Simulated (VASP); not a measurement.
# SrO (I4/mmm) in VASP: further runs

SrO is run at these levels: PBE; tasks: single point.

All numbers are computed with VASP 6.6.1; they aren't measurements. Logs are shortened: lines on timing, memory, paths and dates and some standing lists are left out, and cuts for length are marked.

## 1. The cell of the first run

Symmetry: I4/mmm, No. 139, tetragonal system. The conventional cell has a = 4.080 Å, b = 4.080 Å, c = 4.079 Å, α = 90.00°, β = 90.00°, γ = 90.00°. Within 2.7 Å of Sr (site symmetry 4/mmm) lie 2 O at 2.04 Å. Within 2.7 Å of O (site symmetry 4/mmm) lie 2 Sr at 2.04 Å.

## 2. Single point, PBE

Input file INCAR:

```
PREC     = Accurate       # precision mode
ENCUT    = 520            # plane-wave cutoff, eV
EDIFF    = 1E-6           # SCF threshold, eV
ISMEAR   = 0              # smearing method
SIGMA    = 0.05           # smearing width, eV
LREAL    = F              # projectors in reciprocal space
LASPH    = T              # aspherical terms in the spheres
NELM     = 60             # most SCF steps
ALGO     = Normal         # electronic algorithm
ISIF     = 2              # what is computed and relaxed
LWAVE    = F              # write WAVECAR
LCHARG   = T              # write CHGCAR
GGA      = PE             # functional
LELF     = T              # ELF
LVHAR    = T            
NBANDS   = 15             # bands
```

Input file KPOINTS:

```
regular mesh
0
Gamma
  8 8 8
```

Input file POSCAR:

```
SrO
1.0
    0.0000000000      2.8846481840      2.0394462661
    2.8846481840      0.0000000000      2.0394462661
    2.8846481840      2.8846481840      0.0000000000
Sr O
1 1
Direct
    0.0000000000      0.0000000000      0.0000000000
    0.5000000000      0.5000000000      0.5000000000
```

Potentials or basis: VASP PAW PBE potentials, release 64 (Sr_sv, O).

Started as:

```sh
$ cat potpaw_PBE.64/Sr_sv/POTCAR potpaw_PBE.64/O/POTCAR > POTCAR
$ mpirun -np 1 vasp_std > vasp.out
```

OUTCAR:

```text
PREC = Accurate
   ENCUT = 520
   EDIFF = 1E-6
   ISMEAR = 0
   LREAL = F
   LASPH = T
   NELM = 60
   ISIF = 2
   GGA = PE

 ion  position               nearest neighbor table
   1  0.000  0.000  0.000-   2 2.04   2 2.04   2 2.88   2 2.88   2 2.88   2 2.88
   2  0.500  0.500  0.500-   1 2.04   1 2.04   1 2.88   1 2.88   1 2.88   1 2.88

  LATTYP: Found a body centered tetragonal cell.
 ALAT       =     4.0795085845
 C/A-ratio  =     0.9998489886

  Lattice vectors:

 A1 = (   0.0000000000,  -2.8846481840,  -2.0394462661)
 A2 = (   0.0000000000,   2.8846481840,  -2.0394462661)
 A3 = (   2.8846481840,   0.0000000000,   2.0394462661)

Analysis of symmetry for initial positions (statically):
=====================================================================
 Subroutine PRICEL returns:
 Original cell was already a primitive cell.

 Routine SETGRP: Setting up the symmetry group for a
 body centered tetragonal supercell.

 Subroutine GETGRP returns: Found 16 space group operations
 (whereof 16 operations were pure point group operations)
 out of a pool of 16 trial point group operations.

The static configuration has the point symmetry D_4h.

Analysis of symmetry for dynamics (positions and initial velocities):
=====================================================================
 Subroutine PRICEL returns:
 Original cell was already a primitive cell.

 Routine SETGRP: Setting up the symmetry group for a
 body centered tetragonal supercell.

 Subroutine GETGRP returns: Found 16 space group operations
 (whereof 16 operations were pure point group operations)
 out of a pool of 16 trial point group operations.

The dynamic configuration has the point symmetry D_4h.

 Subroutine INISYM returns: Found 16 space group operations
 (whereof 16 operations are pure point group operations),
 and found     1 'primitive' translations

----------------------------------------------------------------------------------------

                                     Primitive cell

  volume of cell :      33.9413

  direct lattice vectors                    reciprocal lattice vectors
     0.000000000  2.884648184  2.039446266    -0.173331362  0.173331362  0.245164586
     2.884648184  0.000000000  2.039446266     0.173331362 -0.173331362  0.245164586
     2.884648184  2.884648184  0.000000000     0.173331362  0.173331362 -0.245164586

  length of vectors
     3.532780239  3.532780239  4.079508584     0.346688905  0.346688905  0.346688905

  position of ions in fractional coordinates (direct lattice)
     0.000000000  0.000000000  0.000000000
     0.500000000  0.500000000  0.500000000

  ion indices of the primitive-cell ions
   primitive index   ion index
                 1           1
                 2           2

----------------------------------------------------------------------------------------

 KPOINTS: regular mesh

Automatic generation of k-mesh.
 Grid dimensions read from file:
 generate k-points for:    8    8    8

 Generating k-lattice:

  Cartesian coordinates                     Fractional coordinates (reciprocal lattice)
    -0.021666420  0.021666420  0.030645573     0.125000000 -0.000000000  0.000000000
     0.021666420 -0.021666420  0.030645573    -0.000000000  0.125000000  0.000000000
     0.021666420  0.021666420 -0.030645573     0.000000000  0.000000000  0.125000000

  Length of vectors
     0.043336113  0.043336113  0.043336113

  Shift w.r.t. Gamma in fractional coordinates (k-lattice)
     0.000000000  0.000000000  0.000000000

 Subroutine IBZKPT returns following result:
 ===========================================

 Found     59 irreducible k-points:

 Following reciprocal coordinates:
            Coordinates               Weight
  0.000000  0.000000  0.000000      1.000000
  0.125000  0.000000  0.000000      8.000000
  0.250000  0.000000  0.000000      8.000000
  0.375000  0.000000  0.000000      8.000000
  0.500000  0.000000  0.000000      4.000000
  0.125000  0.125000  0.000000      2.000000
[... 16 lines left out ...]
  0.250000  0.000000  0.125000     16.000000
  0.375000  0.000000  0.125000     16.000000
 [... further k-points ...]
   k-points           NKPTS =     59   k-points in BZ     NKDIM =     59   number of bands    NBANDS=     15
   number of dos      NEDOS =    301   number of ions     NIONS =      2
   total plane-waves  NPLWV =  23520
   dimension x,y,z NGX =    28 NGY =   28 NGZ =   30
   dimension x,y,z NGXF=    56 NGYF=   56 NGZF=   60
   ions per type =               1   1
   NGX,Y,Z   is equivalent  to a cutoff of  13.18, 13.18, 12.23 a.u.
   NGXF,Y,Z  is equivalent  to a cutoff of  26.35, 26.35, 24.45 a.u.
 SYSTEM =  unknown system
   PREC   = accura    normal or accurate (medium, high low for compatibility)
   ISTART =      0    job   : 0-new  1-cont  2-samecut
   ICHARG =      2    charge: 1-file 2-atom 10-const
   ISPIN  =      1    spin polarized calculation?
   LNONCOLLINEAR =      F non collinear calculations
   LSORBIT =      F    spin-orbit coupling
   LASPH  =      T    aspherical Exc in radial PAW
   ENCUT  =  520.0 eV  38.22 Ry    6.18 a.u.   6.57  6.57  7.59*2*pi/ulx,y,z
   NELM   =     60;   NELMIN=  2; NELMDL= -5     # of ELM steps
   EDIFF  = 0.1E-05   stopping-criterion for ELM
   LREAL  =      F    real-space projection
   EDIFFG = 0.1E-04   stopping-criterion for IOM
   NSW    =      0    number of steps for IOM
   IBRION =     -1    ionic relax: 0-MD 1-quasi-New 2-CG
   NFREE  =      0    steps in history (QN), initial steepest desc. (CG)
   ISIF   =      2    stress and relaxation
   ISYM   =      2    0-nonsym 1-usesym 2-fastsym
   POTIM  = 0.5000    time-step for ionic-motion
   TEBEG  =    0.0;   TEEND  =   0.0 temperature during run
   PSTRESS=    0.0 pullay stress
   NELECT =      16.0000    total number of electrons
   NUPDOWN=      -1.0000    fix difference up-down
   EMIN   =  10.00;   EMAX   =-10.00  energy-range for DOS
   EFERMI =   0.00;   METHOD = LEGACY
   ISMEAR =     0;   SIGMA  =   0.05  broadening in eV -4-tet -1-fermi 0-gaus
   EFERMI_NEDOS =   21; number of points for ismear=-14 and -15
   IALGO  =     38    algorithm
   IMIX   =      4    mixing-type and parameters
     AMIX     =   0.40;   BMIX     =  1.00
     AMIX_MAG =   1.60;   BMIX_MAG =  1.00
  volume/ion in A,a.u.               =      16.97       114.52
  Fermi-wavevector in a.u.,A,eV,Ry     =   1.274106  2.407711 22.086959  1.623346
  Thomas-Fermi vector in A             =   2.406892
   LORBIT       =      0    0 simple, 1 ext, 2 COOP (PROOUT), +10 PAW based schemes
   GGA     = PE    functional components
   LHFCALC =     F    Hartree Fock is set to
   AEXX    =    0.0000 exact exchange contribution
   IVDW    =     0    specifies the selected vdW correction
   LEPSILON=     F    determine dielectric tensor
   LRPA    =     F    only Hartree local field effects (RPA)
 non-spin polarized calculation
 Gauss-broadening in eV      SIGMA  =   0.05
  energy-cutoff  :      520.00
  volume of cell :       33.94
 maximum number of plane-waves:       937
 NGX is ok and might be reduce to    28

 number of electron      16.0000000 magnetization

 Free energy of the ion-electron system (eV)
  ---------------------------------------------------
  ext. energy  EPLUGINS =         0.00000000
  ---------------------------------------------------
  free energy    TOTEN  =        -9.83451473 eV

  energy without entropy =       -9.83420034  energy(sigma->0) =       -9.83435753

 E-fermi :   4.1723     XC(G=0):  -9.8112

 val. band max:        4.1341626850   @ k =   0.5000   0.5000   0.0000
 cond. band min:       4.2407950046   @ k =   0.5000   0.5000   0.0000
 fundamental gap:      0.1066323196
 Fermi energy:         4.1722814398

 k-point     1 :       0.0000    0.0000    0.0000
  band No.  band energies     occupation
      1     -30.1841      2.00000
      2     -13.5887      2.00000
      3     -12.4592      2.00000
      4     -11.8888      2.00000
      5     -11.8888      2.00000
      6       1.2245      2.00000
      7       1.2245      2.00000
      8       4.0440      1.99971
      9       4.0532      1.99924
     10       8.0056      0.00000
     11       8.0263      0.00000
     12       8.0263      0.00000
     13      10.1900      0.00000
     14      15.6212      0.00000
     15      16.0370      0.00000

 k-point     2 :       0.1250    0.0000    0.0000
  band No.  band energies     occupation
      1     -30.1561      2.00000
      2     -14.3929      2.00000
      3     -11.9628      2.00000
      4     -11.9342      2.00000
      5     -11.4746      2.00000
      6       0.8569      2.00000
      7       1.0030      2.00000
      8       3.4011      2.00000
      9       4.6558      0.00000
     10       8.3419      0.00000
     11       8.3705      0.00000
     12       8.5444      0.00000
     13       9.8701      0.00000
     14      16.5013      0.00000
     15      16.6404      0.00000

 k-point     3 :       0.2500    0.0000    0.0000
  band No.  band energies     occupation
      1     -30.0874      2.00000
      2     -15.3402      2.00000
      3     -12.0638      2.00000
      4     -12.0412      2.00000
      5     -10.1059      2.00000
      6       0.1827      2.00000
      7       0.5448      2.00000
      8       1.9616      2.00000
      9       6.0704      0.00000
     10       8.6420      0.00000
     11       9.2688      0.00000
     12       9.9429      0.00000
     13      10.0981      0.00000
     14      16.3738      0.00000
     15      17.9082      0.00000
[... 343 lines left out ...]
 k-point    23 :       0.2500    0.0000    0.1250
  band No.  band energies     occupation
      1     -30.1166      2.00000
      2     -14.4827      2.00000
      3     -12.1907      2.00000
      4     -11.9478      2.00000
      5     -11.4815      2.00000
      6       0.4042      2.00000
      7       0.9241      2.00000
      8       3.4178      2.00000
      9       5.8460      0.00000
     10       7.8152      0.00000
     11       9.1939      0.00000
     12       9.4853      0.00000
     13      10.4483      0.00000
     14      16.1647      0.00000
     15      17.2111      0.00000

 k-point    24 :       0.3750    0.0000    0.1250
  band No.  band energies     occupation
      1     -30.0472      2.00000
      2     -15.4044      2.00000
      3     -12.2852      2.00000
      4     -12.0546      2.00000
      5     -10.1661      2.00000
      6      -0.0298      2.00000
      7       0.4507      2.00000
      8       1.9968      2.00000
      9       7.2552      0.00000
     10       8.5475      0.00000
     11       9.8354      0.00000
     12      10.7745      0.00000
     13      11.1731      0.00000
     14      14.9588      0.00000
     15      17.5861      0.00000

 [... further k-points ...]
[... 5 lines left out ...]
  --------------------------------------------------------------------------------------
  -------------------------------------------------------------------------------------
  Total       -0.4577441     -0.4577441     25.2063385      0.0000000      0.0000000      0.0000000
  in kB      -21.6075437    -21.6075437   1189.8504411      0.0000000      0.0000000      0.0000000
  external PRESSURE =     382.2117846 kB  Pullay stress =       0.0000000 kB

 VOLUME and BASIS-vectors are now :
 -----------------------------------------------------------------------------
  energy-cutoff  :      520.00
  volume of cell :       33.94
      direct lattice vectors                 reciprocal lattice vectors
     0.000000000  2.884648184  2.039446266    -0.173331362  0.173331362  0.245164586
     2.884648184  0.000000000  2.039446266     0.173331362 -0.173331362  0.245164586
     2.884648184  2.884648184  0.000000000     0.173331362  0.173331362 -0.245164586

 POSITION                                       TOTAL-FORCE (eV/Angst)
 -----------------------------------------------------------------------------------
      0.00000      0.00000      0.00000         0.000000     -0.000000      0.000000
      2.88465      2.88465      2.03945        -0.000000      0.000000      0.000000
 -----------------------------------------------------------------------------------
    total drift:                                0.000000      0.000000      0.000000

  FREE ENERGIE OF THE ION-ELECTRON SYSTEM (eV)
  ---------------------------------------------------
  free  energy   TOTEN  =        -9.8345147258 eV

  energy  without entropy=       -9.8342003408  energy(sigma->0) =       -9.83435753
```

It took 22 s on 1 thread of Intel Xeon Platinum 8488C (Sapphire Rapids), shared host; peak memory 0.17 GiB.

What came out:

```yaml
Free_energy: -9.8345 eV
Pressure: 38.2 GPa
Band_gap_on_the_k_mesh: zero (band 8 reaches 4.13 eV, above the bottom of band 9 at 4.05 eV)
```

## 3. Single point, PBE

This run uses another cell than the first one, of the same volume but with other edges.

Input file INCAR:

```
SYSTEM = SrO
PREC     = Accurate       ! precision mode
ENCUT    = 520            ! plane-wave cutoff, eV
EDIFF    = 1E-6           ! SCF threshold, eV
ISMEAR   = 0              ! smearing method
SIGMA    = 0.05           ! smearing width, eV
LREAL    = .False.        ! projectors in reciprocal space
LASPH    = .True.         ! aspherical terms in the spheres
NELM     = 80             ! most SCF steps
ALGO     = Normal         ! electronic algorithm
ISIF     = 2              ! what is computed and relaxed
LWAVE    = .False.        ! write WAVECAR
LCHARG   = .False.        ! write CHGCAR
GGA      = PE             ! functional
NBANDS   = 15             ! bands
```

Input file KPOINTS:

```
Automatic mesh
0
Gamma
  8 8 8
  0 0 0
```

Input file POSCAR:

```
SrO
1.0
    0.0000000000      2.2895467809      3.2374191482
    2.2895467809      0.0000000000      3.2374191482
    2.2895467809      2.2895467809      0.0000000000
Sr O
1 1
Direct
    0.0000000000      0.0000000000      0.0000000000
    0.5000000000      0.5000000000      0.5000000000
```

Potentials or basis: VASP PAW PBE potentials, release 64 (Sr_sv, O).

Started as:

```sh
$ cat potpaw_PBE.64/Sr_sv/POTCAR potpaw_PBE.64/O/POTCAR > POTCAR
$ mpirun -np 1 vasp_std > vasp.out
```

Run time: 36 s. Hardware: 1 thread of Intel Xeon Platinum 8488C (Sapphire Rapids), shared host; peak memory 0.17 GiB.

It converged, with:

| Item | Value |
| --- | --- |
| Free energy | -10.9510 eV |
| Pressure | 26.2 GPa |
| Band gap on the k mesh | 1.47 eV, indirect (least direct gap 1.75 eV) |

Stress tensor (GPa, compression positive):
```
41.88  0.00  0.00
 0.00 41.88  0.00
 0.00  0.00 -5.19
```

Levels at points of the mesh, in eV from the valence-band top:
```
           k point  band 4  band 5  band 6  band 7  band 8  band 9  band 10  band 11  band 12  band 13
(0.00, 0.00, 0.00)  -14.26  -14.26   -1.22   -0.28   -0.28    1.47     4.21     7.12     7.12     8.77
(0.50, 0.00, 0.00)  -13.97  -12.24   -3.01   -2.34   -2.31    5.35     6.89     9.01     9.22     9.32
(0.50, 0.50, 0.00)  -14.35  -14.35   -1.95   -0.29   -0.29    3.27     7.50     8.31    10.05    10.05
(0.50, 0.00, 0.50)  -15.45  -14.75   -1.39   -0.11    0.00    2.77     6.62     7.55     9.36    11.07
```

 A k mesh can miss the band edges.
